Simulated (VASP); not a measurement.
Set up this calculation in VASP 6.6.1, as the native input.

- Task: single point
- Functional: PBE
- Dispersion: D3(BJ)
- Potentials or basis: VASP PAW PBE potentials, release 64 (Ir, O, H)
- Cutoff: 520 eV
- k mesh: 6 × 6 × 1
- Occupations: gaussian, width 0.1 eV
- Spin: no spin polarisation
- Dipole correction: yes
- Further INCAR settings: LREAL = Auto; ALGO = Fast; EDIFF = 1e-06; NBANDS = 91

The structure of H2Ir16O lies in POSCAR:

```
H2Ir16O
1.0
    5.4313533137      0.0000000000      0.0000000000
   -2.7156766569      4.7036899466      0.0000000000
    0.0000000000      0.0000000000     26.0320221157
Ir O H
16 1 2
Direct
    0.3333333333      0.1666666667      0.3265209272
    0.3333333333      0.6666666667      0.3265209272
    0.8333333333      0.1666666667      0.3265209272
    0.8333333333      0.6666666667      0.3265209272
    0.6666666667      0.3333333333      0.4116983559
    0.6666666667      0.8333333333      0.4116983559
    0.1666666667      0.3333333333      0.4116983559
    0.1666666667      0.8333333333      0.4116983559
   -0.0000295638      0.4999387223      0.4957397164
    0.0007418843      0.0006492087      0.4958722673
    0.4995346900      0.4993538320      0.4958799259
    0.4989624899      0.0008148555      0.4957962111
    0.3327341109      0.6666707521      0.5795269803
    0.3344250916      0.1650391194      0.5807859495
    0.8341112780      0.6661363184      0.5796927761
    0.8334061997      0.1672133848      0.5795732021
    0.3206256211      0.1903994770      0.6719344112
    0.4290763913      0.3988922940      0.6722071326
    0.1216711767      0.1451625098      0.6721504479
```

These files were run (other wordings do the same):

INCAR

```
SYSTEM = H2Ir16O
PREC = Accurate
ENCUT = 520
EDIFF = 1E-6
ISMEAR = 0
SIGMA = 0.1
LREAL = Auto
LASPH = .TRUE.
NELM = 60
ALGO = Fast
ISIF = 2
LWAVE = .FALSE.
LCHARG = .FALSE.
LDIPOL = .TRUE.
IDIPOL = 3
DIPOL = 0.5 0.5 0.488
GGA = PE
IVDW = 12
NBANDS = 91
```

KPOINTS

```
regular mesh
0
G
  6 6 1
  0 0 0
```

Potentials or basis: VASP PAW PBE potentials, release 64 (Ir, O, H).

Run with:

```sh
$ cat potpaw_PBE.64/Ir/POTCAR potpaw_PBE.64/O/POTCAR potpaw_PBE.64/H/POTCAR > POTCAR
$ mpirun -np 1 vasp_std > vasp.out
```

It gave:

```yaml
Largest_force: 0.321 eV/Å
Band_gap_on_the_k_mesh: zero (bands 76 and 77 overlap by 1.33 eV)
Dispersion_energy_per_atom: -0.471 eV
```

Caveat: spin-orbit coupling is left out, which moves the levels of the heavy elements.

It took 110 min on 1 thread of Oxide Virtual Turin-like Processor, on a shared host, peak memory 1.1 GiB.
